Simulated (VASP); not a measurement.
A run of VASP 6.6.1:

File POSCAR:

```
CuO
1.0
    2.3289133814     -1.7019001459      0.0000000000
    2.3289133814      1.7019001459      0.0000000000
   -0.8547742332      0.0000000000      5.0254824872
Cu O
2 2
Direct
    0.0032000000      0.4968000000      0.0000000000
    0.4968000000      0.0032000000      0.5000000000
    0.5714000000      0.4056000000      0.2537000000
    0.4056000000      0.5714000000      0.7537000000
```

INCAR.step1

```
SYSTEM = CuO
ALGO = Normal
EDIFF = 1E-4
ENCUT = 520
GGA = PE
ISMEAR = -1
LASPH = .True.
LCHARG = .False.
LREAL = .False.
LWAVE = .True.
NBANDS = 25
NELM = 80
PREC = Accurate
SIGMA = 0.05
```

Contents of INCAR.step2:

```
SYSTEM = CuO
ALGO = Normal
EDIFF = 1E-6
ENCUT = 520
ISIF = 2
ISMEAR = -1
ISTART = 1
LASPH = .True.
LCHARG = .False.
LMIXTAU = .True.
LREAL = .False.
LWAVE = .False.
METAGGA = R2SCAN
NBANDS = 25
NELM = 80
PREC = Accurate
SIGMA = 0.05
```

Contents of KPOINTS:

```
k-points
0
Gamma
  10 10 5
  0 0 0
```

Potentials or basis: VASP PAW PBE potentials, release 64 (Cu, O).

Command:

```bash
$ cat potpaw_PBE.64/Cu/POTCAR potpaw_PBE.64/O/POTCAR > POTCAR
$ cp INCAR.step1 INCAR
$ mpirun -np 1 vasp_std > vasp.out
$ cp INCAR.step2 INCAR
$ mpirun -np 1 vasp_std > vasp.out
```

Hardware: 1 thread of Intel Xeon 8259CL, with other jobs on the host.

Problem. How long does it take, and how much memory?

Solution. It took 8.1 min on 1 thread of Intel Xeon 8259CL, on a shared host, peak memory 0.25 GiB. Counts: k points 141.
